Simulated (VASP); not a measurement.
# AgCl (P2_1/m) in VASP: single point with RPBE

Aim: the single point of AgCl with RPBE.

All numbers are computed with VASP 6.6.1; they aren't measurements. Logs are shortened: lines on timing, memory, paths and dates and some standing lists are left out, and cuts for length are marked.

## 1. The cell of the first run

The typed cell holds 12 atoms: a = 5.612 Å, b = 3.969 Å, c = 11.904 Å, α = 90.00°, β = 90.00°, γ = 89.96°.

## 2. Single point, RPBE

The input, INCAR:

```
PREC = Accurate
ENCUT = 520
EDIFF = 1E-6
ISMEAR = 0
SIGMA = 0.05
LREAL = F
LASPH = T
NELM = 80
ALGO = Normal
ISIF = 2
LWAVE = F
LCHARG = F
GGA = RP
NBANDS = 66
```

The input, KPOINTS:

```
Automatic mesh
0
Gamma
  5 7 3
```

The input, POSCAR:

```
AgCl
1.0
    0.2747307082      0.0000000000     -5.6051095939
   -3.9643020236      0.0000000000     -0.1970743489
    0.0000000000     11.9041653747      0.0000000000
Ag Cl
6 6
Direct
    0.7496128364      0.7496524541      0.0833333333
    0.7496128364      0.7496524541      0.4166666667
    0.7496128364      0.7496524541      0.7500000000
    0.2503871636      0.2503475459      0.2500000000
    0.2503871636      0.2503475459      0.5833333333
    0.2503871636      0.2503475459      0.9166666667
    0.7502897868      0.2500543260      0.2500000000
    0.7502897868      0.2500543260      0.5833333333
    0.7502897868      0.2500543260      0.9166666667
    0.2497102132      0.7499456740      0.0833333333
    0.2497102132      0.7499456740      0.4166666667
    0.2497102132      0.7499456740      0.7500000000
```

Potentials or basis: VASP PAW PBE potentials, release 64 (Ag, Cl).

Started as:

```console
$ cat potpaw_PBE.64/Ag/POTCAR potpaw_PBE.64/Cl/POTCAR > POTCAR
$ mpirun -np 1 vasp_std > vasp.out
```

OUTCAR:

```text
PREC = Accurate
   ENCUT = 520
   EDIFF = 1E-6
   ISMEAR = 0
   LREAL = F
   LASPH = T
   NELM = 80
   ISIF = 2
   GGA = RP

 ion  position               nearest neighbor table
   1  0.750  0.750  0.083-   9 2.81   7 2.81  10 2.81  10 2.81   9 2.81   7 2.81
   2  0.750  0.750  0.417-   8 2.81   7 2.81  11 2.81  11 2.81   8 2.81   7 2.81
   3  0.750  0.750  0.750-   8 2.81   9 2.81  12 2.81  12 2.81   9 2.81   8 2.81
   4  0.250  0.250  0.250-  10 2.81  11 2.81   7 2.81   7 2.81  11 2.81  10 2.81
   5  0.250  0.250  0.583-  11 2.81  12 2.81   8 2.81   8 2.81  11 2.81  12 2.81
   6  0.250  0.250  0.917-  10 2.81  12 2.81   9 2.81   9 2.81  10 2.81  12 2.81
   7  0.750  0.250  0.250-   1 2.81   2 2.81   4 2.81   4 2.81   1 2.81   2 2.81
   8  0.750  0.250  0.583-   2 2.81   3 2.81   5 2.81   5 2.81   2 2.81   3 2.81
   9  0.750  0.250  0.917-   1 2.81   3 2.81   6 2.81   6 2.81   1 2.81   3 2.81
  10  0.250  0.750  0.083-   6 2.81   4 2.81   1 2.81   1 2.81   6 2.81   4 2.81
  11  0.250  0.750  0.417-   5 2.81   4 2.81   2 2.81   2 2.81   5 2.81   4 2.81
  12  0.250  0.750  0.750-   5 2.81   6 2.81   3 2.81   3 2.81   5 2.81   6 2.81
[... 9 lines left out ...]
 A1 = (  -3.9643020236,   0.0000000000,  -0.1970743489)
 A2 = (   0.0000000000, -11.9041653747,   0.0000000000)
 A3 = (  -0.2747307082,   0.0000000000,   5.6051095939)

Analysis of symmetry for initial positions (statically):
=====================================================================
 Subroutine PRICEL returns following result:

  LATTYP: Found a simple monoclinic cell.
 ALAT       =     3.9691975050
 B/A-ratio  =     0.9997121889
 C/A-ratio  =     1.4138471112
 COS(beta)  =    -0.0006962143

  Lattice vectors:

 A1 = (  -3.9643020236,   0.0000000000,  -0.1970743489)
 A2 = (   0.0000000000,  -3.9680551257,   0.0000000000)
 A3 = (  -0.2747307082,   0.0000000000,   5.6051095939)

   3 primitive cells build up your supercell.

 Routine SETGRP: Setting up the symmetry group for a
 simple monoclinic supercell.

 Subroutine GETGRP returns: Found  4 space group operations
 (whereof  2 operations were pure point group operations)
 out of a pool of  4 trial point group operations.

The static configuration has the point symmetry S_2 .
 The point group associated with its full space group is C_2h.

Analysis of symmetry for dynamics (positions and initial velocities):
=====================================================================
 Subroutine PRICEL returns following result:

  LATTYP: Found a simple monoclinic cell.
 ALAT       =     3.9691975050
 B/A-ratio  =     0.9997121889
 C/A-ratio  =     1.4138471112
 COS(beta)  =    -0.0006962143
[... 135 lines left out ...]
   EFERMI =   0.00;   METHOD = LEGACY
   ISMEAR =     0;   SIGMA  =   0.05  broadening in eV -4-tet -1-fermi 0-gaus
   EFERMI_NEDOS =   21; number of points for ismear=-14 and -15
   IALGO  =     38    algorithm
   IMIX   =      4    mixing-type and parameters
     AMIX     =   0.40;   BMIX     =  1.00
     AMIX_MAG =   1.60;   BMIX_MAG =  1.00
  volume/ion in A,a.u.               =      22.10       149.12
  Fermi-wavevector in a.u.,A,eV,Ry     =   1.213521  2.293222 20.036380  1.472632
  Thomas-Fermi vector in A             =   2.348970
   LORBIT       =      0    0 simple, 1 ext, 2 COOP (PROOUT), +10 PAW based schemes
   GGA     = RP    functional components
   LHFCALC =     F    Hartree Fock is set to
   AEXX    =    0.0000 exact exchange contribution
   IVDW    =     0    specifies the selected vdW correction
   LEPSILON=     F    determine dielectric tensor
   LRPA    =     F    only Hartree local field effects (RPA)
 non-spin polarized calculation
 Gauss-broadening in eV      SIGMA  =   0.05
  energy-cutoff  :      520.00
  volume of cell :      265.16
 maximum number of plane-waves:      7171
 NGX is ok and might be reduce to    42
   NGX = 21   NGY = 15   NGZ = 45

 number of electron     107.9999965 magnetization

 Free energy of the ion-electron system (eV)
  ---------------------------------------------------
  ext. energy  EPLUGINS =         0.00000000
  ---------------------------------------------------
  free energy    TOTEN  =       -28.22276179 eV

  energy without entropy =      -28.22276179  energy(sigma->0) =      -28.22276179

 E-fermi :   3.6863     XC(G=0):  -9.5296

 val. band max:        3.4657572020   @ k =   0.4000   0.0000   0.3333
 cond. band min:       4.6095707507   @ k =   0.0000   0.0000   0.0000
 fundamental gap:      1.1438135487
 Fermi energy:         3.6863151731

 k-point     1 :       0.0000    0.0000    0.0000
  band No.  band energies     occupation
      1     -11.4101      2.00000
      2     -11.1981      2.00000
      3     -11.1981      2.00000
      4     -11.0043      2.00000
      5     -10.9868      2.00000
      6     -10.9868      2.00000
[... 1645 lines left out ...]
     65      10.8040      0.00000
     66      11.3165      0.00000

 [... further k-points ...]

------------------------ aborting loop because EDIFF is reached ----------------------------------------

  FORCE on cell =-STRESS in cart. coord.  units (eV):
  Direction    XX          YY          ZZ          XY          YZ          ZX
  --------------------------------------------------------------------------------------
  -------------------------------------------------------------------------------------
  Total        4.7671953      4.7710913      4.7722078      0.0000000      0.0000000     -0.0066457
  in kB       28.8049292     28.8284698     28.8352165      0.0000000      0.0000000     -0.0401555
  external PRESSURE =      28.8228718 kB  Pullay stress =       0.0000000 kB

 VOLUME and BASIS-vectors are now :
 -----------------------------------------------------------------------------
  energy-cutoff  :      520.00
  volume of cell :      265.16
      direct lattice vectors                 reciprocal lattice vectors
     0.274730708  0.000000000 -5.605109594     0.008847536  0.000000000 -0.177974988
    -3.964302024  0.000000000 -0.197074349    -0.251638070  0.000000000 -0.012333872
     0.000000000 11.904165375  0.000000000     0.000000000  0.084004209  0.000000000

 POSITION                                       TOTAL-FORCE (eV/Angst)
 -----------------------------------------------------------------------------------
     -2.76591      0.99201     -4.34940        -0.001981      0.000000     -0.001182
     -2.76591      4.96007     -4.34940        -0.001981      0.000000     -0.001182
     -2.76591      8.92812     -4.34940        -0.001981     -0.000000     -0.001182
     -0.92366      2.97604     -1.45278         0.001981      0.000000      0.001182
     -0.92366      6.94410     -1.45278         0.001981     -0.000000      0.001182
     -0.92366     10.91215     -1.45278         0.001981      0.000000      0.001182
     -0.78516      2.97604     -4.25474         0.002166     -0.000000      0.002440
     -0.78516      6.94410     -4.25474         0.002166     -0.000000      0.002440
     -0.78516     10.91215     -4.25474         0.002166      0.000000      0.002440
     -2.90441      0.99201     -1.54745        -0.002166      0.000000     -0.002440
     -2.90441      4.96007     -1.54745        -0.002166      0.000000     -0.002440
     -2.90441      8.92812     -1.54745        -0.002166     -0.000000     -0.002440
 -----------------------------------------------------------------------------------
    total drift:                               -0.000002     -0.000001     -0.000000

  FREE ENERGIE OF THE ION-ELECTRON SYSTEM (eV)
  ---------------------------------------------------
  free  energy   TOTEN  =       -28.2227617928 eV

  energy  without entropy=      -28.2227617928  energy(sigma->0) =      -28.22276179
```

OSZICAR:

```text
N       E                     dE             d eps       ncg     rms          rms(c)
DAV:   1     0.779136457625E+03    0.77914E+03   -0.52370E+04  4752   0.151E+03
DAV:   2     0.283055414177E+02   -0.75083E+03   -0.72188E+03  5316   0.328E+02
DAV:   3    -0.282322852013E+02   -0.56538E+02   -0.55914E+02  5412   0.862E+01
DAV:   4    -0.293451835254E+02   -0.11129E+01   -0.11103E+01  5400   0.138E+01
DAV:   5    -0.293663327257E+02   -0.21149E-01   -0.21140E-01  5476   0.192E+00    0.136E+01
DAV:   6    -0.282310270981E+02    0.11353E+01   -0.25224E+00  5736   0.850E+00    0.920E+00
DAV:   7    -0.282351753341E+02   -0.41482E-02   -0.12543E+00  5286   0.408E+00    0.311E+00
DAV:   8    -0.282193273489E+02    0.15848E-01   -0.85766E-02  5534   0.143E+00    0.664E-01
DAV:   9    -0.282216307805E+02   -0.23034E-02   -0.21067E-02  5234   0.656E-01    0.159E-01
DAV:  10    -0.282221938232E+02   -0.56304E-03   -0.81537E-04  5286   0.129E-01    0.765E-02
DAV:  11    -0.282226655360E+02   -0.47171E-03   -0.57978E-04  5146   0.897E-02    0.310E-02
DAV:  12    -0.282227543424E+02   -0.88806E-04   -0.13987E-04  5122   0.577E-02    0.123E-02
DAV:  13    -0.282227592928E+02   -0.49505E-05   -0.11440E-05  5346   0.124E-02    0.491E-03
DAV:  14    -0.282227624818E+02   -0.31890E-05   -0.67890E-06  4786   0.987E-03    0.391E-03
DAV:  15    -0.282227617928E+02    0.68908E-06   -0.48317E-07  3428   0.395E-03
   1 F= -.28222762E+02 E0= -.28222762E+02  d E =-.398546E-11
```

stdout:

```text
POSCAR found type information on POSCAR AgCl
 POSCAR found :  2 types and      12 ions
 scaLAPACK will be used
 -----------------------------------------------------------------------------
|                                                                             |
|                                                                             |
|     You enforced a specific xc type in the INCAR file but a different       |
|     I HOPE YOU KNOW WHAT YOU ARE DOING!                                     |
|                                                                             |
 -----------------------------------------------------------------------------

 LDA part: xc-table for (Slater+PW92), standard interpolation
 POSCAR, INCAR and KPOINTS ok, starting setup
 FFT: planning ... GRIDC
 FFT: planning ... GRID_SOFT
 FFT: planning ... GRID
 WAVECAR not read
 entering main loop
```

It took 6.8 min on 1 thread of Intel Xeon 6975P-C (Granite Rapids), shared host; peak memory 0.61 GiB.

Results:

* Free energy: -28.2228 eV
* Pressure: 2.9 GPa
* Largest force: 0.003 eV/Å
* Band gap on the k mesh: 1.14 eV

Forces in eV/Å, atoms in the order of the input:
```
Ag  -0.002  0.000 -0.001
Ag  -0.002  0.000 -0.001
Ag  -0.002  0.000 -0.001
Ag   0.002  0.000  0.001
Ag   0.002  0.000  0.001
Ag   0.002  0.000  0.001
Cl   0.002  0.000  0.002
Cl   0.002  0.000  0.002
Cl   0.002  0.000  0.002
Cl  -0.002  0.000 -0.002
Cl  -0.002  0.000 -0.002
Cl  -0.002  0.000 -0.002
```

Levels at points of the mesh, in eV from the valence-band top:
```tsv
k point	band 50	band 51	band 52	band 53	band 54	band 55	band 56	band 57	band 58	band 59
(0.00, 0.00, 0.00)	-1.47	-0.50	-0.50	-0.33	-0.33	1.14	2.61	3.48	3.48	4.46
```

Caveat: the PAW data sets were made with another functional, which shifts forces and pressure a little. A k mesh can miss the band edges.
